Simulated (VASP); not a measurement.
A run of VASP 6.6.1 is set up as follows.

The input POSCAR:

```
Ir
1.0
    2.4653247458      0.0000000000      0.0000000000
    0.0000000000      2.4653247458      0.0000000000
    0.0000000000      0.0000000000      2.4653247458
Ir
1
Direct
    0.0000000000      0.0000000000      0.0000000000
```

The input INCAR.step1:

```
SYSTEM = Ir
PREC = Accurate
ENCUT = 600
ISMEAR = 0
SIGMA = 0.1
LREAL = .FALSE.
LASPH = .TRUE.
NELM = 100
GGA = PE
ALGO = Normal
EDIFF = 1E-4
LWAVE = .TRUE.
LCHARG = .FALSE.
```

INCAR.step2

```
SYSTEM = Ir
PREC = Accurate
ENCUT = 600
EDIFF = 1E-7
ISMEAR = 0
SIGMA = 0.1
LREAL = .FALSE.
LASPH = .TRUE.
NELM = 100
ALGO = Normal
ISIF = 3
LWAVE = .FALSE.
LCHARG = .FALSE.
METAGGA = R2SCAN
LMIXTAU = .TRUE.
IBRION = 2
NSW = 90
EDIFFG = -0.04
ISTART = 1
```

KPOINTS

```
Automatic mesh
0
G
  8 8 8
  0 0 0
```

Potentials or basis: VASP PAW PBE potentials, release 64 (Ir).

Run with:

```sh
$ cat potpaw_PBE.64/Ir/POTCAR > POTCAR
$ cp INCAR.step1 INCAR
$ mpirun -np 1 vasp_std > vasp.out
$ cp INCAR.step2 INCAR
$ mpirun -np 1 vasp_std > vasp.out
```

Question: Estimate the relaxed cell.

Answer: a = 2.554 Å, b = 2.554 Å, c = 2.554 Å, α = 90.00°, β = 90.00°, γ = 90.00°.

Question: Estimate the space group after relaxing (to 0.05 Å).

Answer: Pm-3m (No. 221).

The path:
```tsv
step	energy change (eV)	largest force (eV/Å)	pressure (GPa)	volume (Å³)
1	0.0000	0.0000	36.84	14.98
2	1.0582	0.0000	-38.07	23.77
3	-0.1690	0.0000	-4.46	16.95
4	-0.1731	0.0000	-0.73	16.70
5	-0.1732	0.0000	-0.01	16.66
```

Caveat: the PAW data sets were made with another functional, which shifts forces and pressure a little.
